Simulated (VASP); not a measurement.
Write the native input for VASP 6.6.1 that does the following.

```yaml
Task: single point
Functional: PBEsol
Potentials_or_basis: VASP PAW PBE potentials, release 64 (Ge_d)
Cutoff: 520 eV
k_mesh: 16 × 16 × 16
Occupations: methfessel-paxton, width 0.05 eV
Spin: no spin polarisation
Dipole_correction: no
Further_INCAR_settings: ALGO = Normal; EDIFF = 1e-07; NBANDS = 13
```

The structure of Ge lies in POSCAR:

```
Ge
1.0
    2.6590182437      0.0000000000      0.0000000000
    0.0000000000      2.6590182437      0.0000000000
    0.0000000000      0.0000000000      2.6590182437
Ge
1
Direct
    0.0000000000      0.0000000000      0.0000000000
```

This isn't the form of Ge at room conditions, which is diamond.

These files were run (other wordings do the same):

INCAR

```
SYSTEM = Ge
PREC = Accurate
ENCUT = 520
EDIFF = 1E-7
ISMEAR = 1
SIGMA = 0.05
LREAL = .False.
LASPH = .True.
NELM = 100
ALGO = Normal
ISIF = 2
LWAVE = .False.
LCHARG = .False.
GGA = PS
NBANDS = 13
```

KPOINTS

```
Automatic mesh
0
Gamma
  16 16 16
  0 0 0
```

Potentials or basis: VASP PAW PBE potentials, release 64 (Ge_d).

Command:

```console
$ cat potpaw_PBE.64/Ge_d/POTCAR > POTCAR
$ mpirun -np 1 vasp_std > vasp.out
```

It gave:

```
Pressure               : 0.7 GPa
Band gap on the k mesh : zero (bands 7 and 8 overlap by 9.59 eV)
```

Caveat: the PAW data sets were made with another functional, which shifts forces and pressure a little.

Run time: 20 s on 1 thread of Intel Xeon 8259CL, with other jobs on the host, peak memory 0.15 GiB.
